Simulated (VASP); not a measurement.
Here is a VASP 6.6.1 calculation.

INCAR

```
PREC = Accurate
ENCUT = 520
EDIFF = 1E-6
ISMEAR = -1
SIGMA = 0.05
LREAL = Auto
LASPH = T
NELM = 100
ALGO = Normal
ISIF = 2
LWAVE = F
LCHARG = F
GGA = PS
ISYM = 0
NBANDS = 237
```

File KPOINTS:

```
Automatic mesh
0
Gamma
  1 1 1
  0.25 0.25 0.25
```

The input POSCAR:

```
HfSi23O48
1.0
    9.9016390000      0.0000000000      0.0000000000
   -4.9508190000      8.5750710000      0.0000000000
    0.0000000000      0.0000000000     10.8858800000
Si Hf O
23 1 48
Direct
    0.2361140000      0.0049790000      0.1694780000
    0.2308380000      0.9951510000      0.6773890000
    0.2309580000      0.4988300000      0.1666450000
    0.2313910000      0.5206860000      0.6740680000
    0.7234840000      0.9929720000      0.1651630000
    0.7373350000      0.9976800000      0.6680920000
    0.7432440000      0.4974030000      0.1596480000
    0.7316280000      0.4880680000      0.6626700000
    0.9958900000      0.2308460000      0.3228310000
    0.0055540000      0.2363770000      0.8303110000
    0.9978960000      0.7369710000      0.3320290000
    0.9927420000      0.7224480000      0.8347200000
    0.5206770000      0.2305110000      0.3256710000
    0.4988390000      0.2300620000      0.8332940000
    0.4888950000      0.7321140000      0.3371730000
    0.4976450000      0.7432060000      0.8403970000
    0.2710780000      0.2707880000      0.0000290000
    0.2628450000      0.7675520000      0.0029020000
    0.2601610000      0.7735260000      0.5040720000
    0.7682770000      0.2631220000      0.9967710000
    0.7735850000      0.2597170000      0.4956440000
    0.7586080000      0.7583210000      0.0000450000
    0.7554020000      0.7550670000      0.5001200000
    0.2829390000      0.2824420000      0.5003860000
    0.2128000000      0.1410570000      0.1085240000
    0.2012720000      0.1332110000      0.6325050000
    0.2090660000      0.6376600000      0.1104940000
    0.1956720000      0.6522280000      0.6195180000
    0.7001820000      0.1284270000      0.1020590000
    0.7112040000      0.1303750000      0.6042320000
    0.7026030000      0.6248510000      0.1050510000
    0.7005020000      0.6205690000      0.6043440000
    0.3695480000      0.0720390000      0.2760550000
    0.3633670000      0.0609500000      0.7845730000
    0.3533640000      0.5665340000      0.2813750000
    0.3526120000      0.5842290000      0.7879950000
    0.8532910000      0.0685530000      0.2725120000
    0.8740850000      0.0730330000      0.7708430000
    0.8718350000      0.5743640000      0.2681970000
    0.8592810000      0.5605500000      0.7733490000
    0.4752620000      0.3081880000      0.4367930000
    0.4323800000      0.2978380000      0.9388270000
    0.4200560000      0.7947900000      0.4447790000
    0.4310790000      0.8082130000      0.9473430000
    0.9400110000      0.2924940000      0.4410940000
    0.9293020000      0.2877410000      0.9393150000
    0.9165340000      0.7874270000      0.4372210000
    0.9187650000      0.7847140000      0.9383300000
    0.1335620000      0.2010720000      0.3683920000
    0.1412700000      0.2127900000      0.8916450000
    0.1309090000      0.7108970000      0.3953860000
    0.1281580000      0.6988820000      0.8976140000
    0.6523740000      0.1949610000      0.3801400000
    0.6382040000      0.2088720000      0.8892600000
    0.6214220000      0.7010850000      0.3955770000
    0.6250980000      0.7026640000      0.8951300000
    0.0620790000      0.3631660000      0.2155210000
    0.0728880000      0.3691880000      0.7232670000
    0.0728820000      0.8740190000      0.2294800000
    0.0685100000      0.8523590000      0.7274540000
    0.5843320000      0.3522880000      0.2120950000
    0.5660300000      0.3523740000      0.7184150000
    0.5614170000      0.8597020000      0.2264700000
    0.5746140000      0.8716580000      0.7317730000
    0.2988450000      0.4323540000      0.0612050000
    0.3096200000      0.4755030000      0.5631910000
    0.2865330000      0.9283060000      0.0601960000
    0.2922760000      0.9397130000      0.5586900000
    0.8082520000      0.4310520000      0.0525510000
    0.7943760000      0.4193780000      0.5550090000
    0.7856740000      0.9187460000      0.0617060000
    0.7882640000      0.9161440000      0.5633920000
```

Potentials or basis: VASP PAW PBE potentials, release 64 (Si, Hf_pv, O).

The run is started by

```console
$ cat potpaw_PBE.64/Si/POTCAR potpaw_PBE.64/Hf_pv/POTCAR potpaw_PBE.64/O/POTCAR > POTCAR
$ mpirun -np 1 vasp_std > vasp.out
```

(1) What does it give for the band gap on the k mesh?

(2) Predict the largest force.

(3) Estimate the pressure.

Results:

(1) 6.49 eV.

(2) 0.220 eV/Å.

(3) 1.2 GPa.

Caveat: the PAW data sets were made with another functional, which shifts forces and pressure a little; spin-orbit coupling is left out, which moves the levels of the heavy elements.
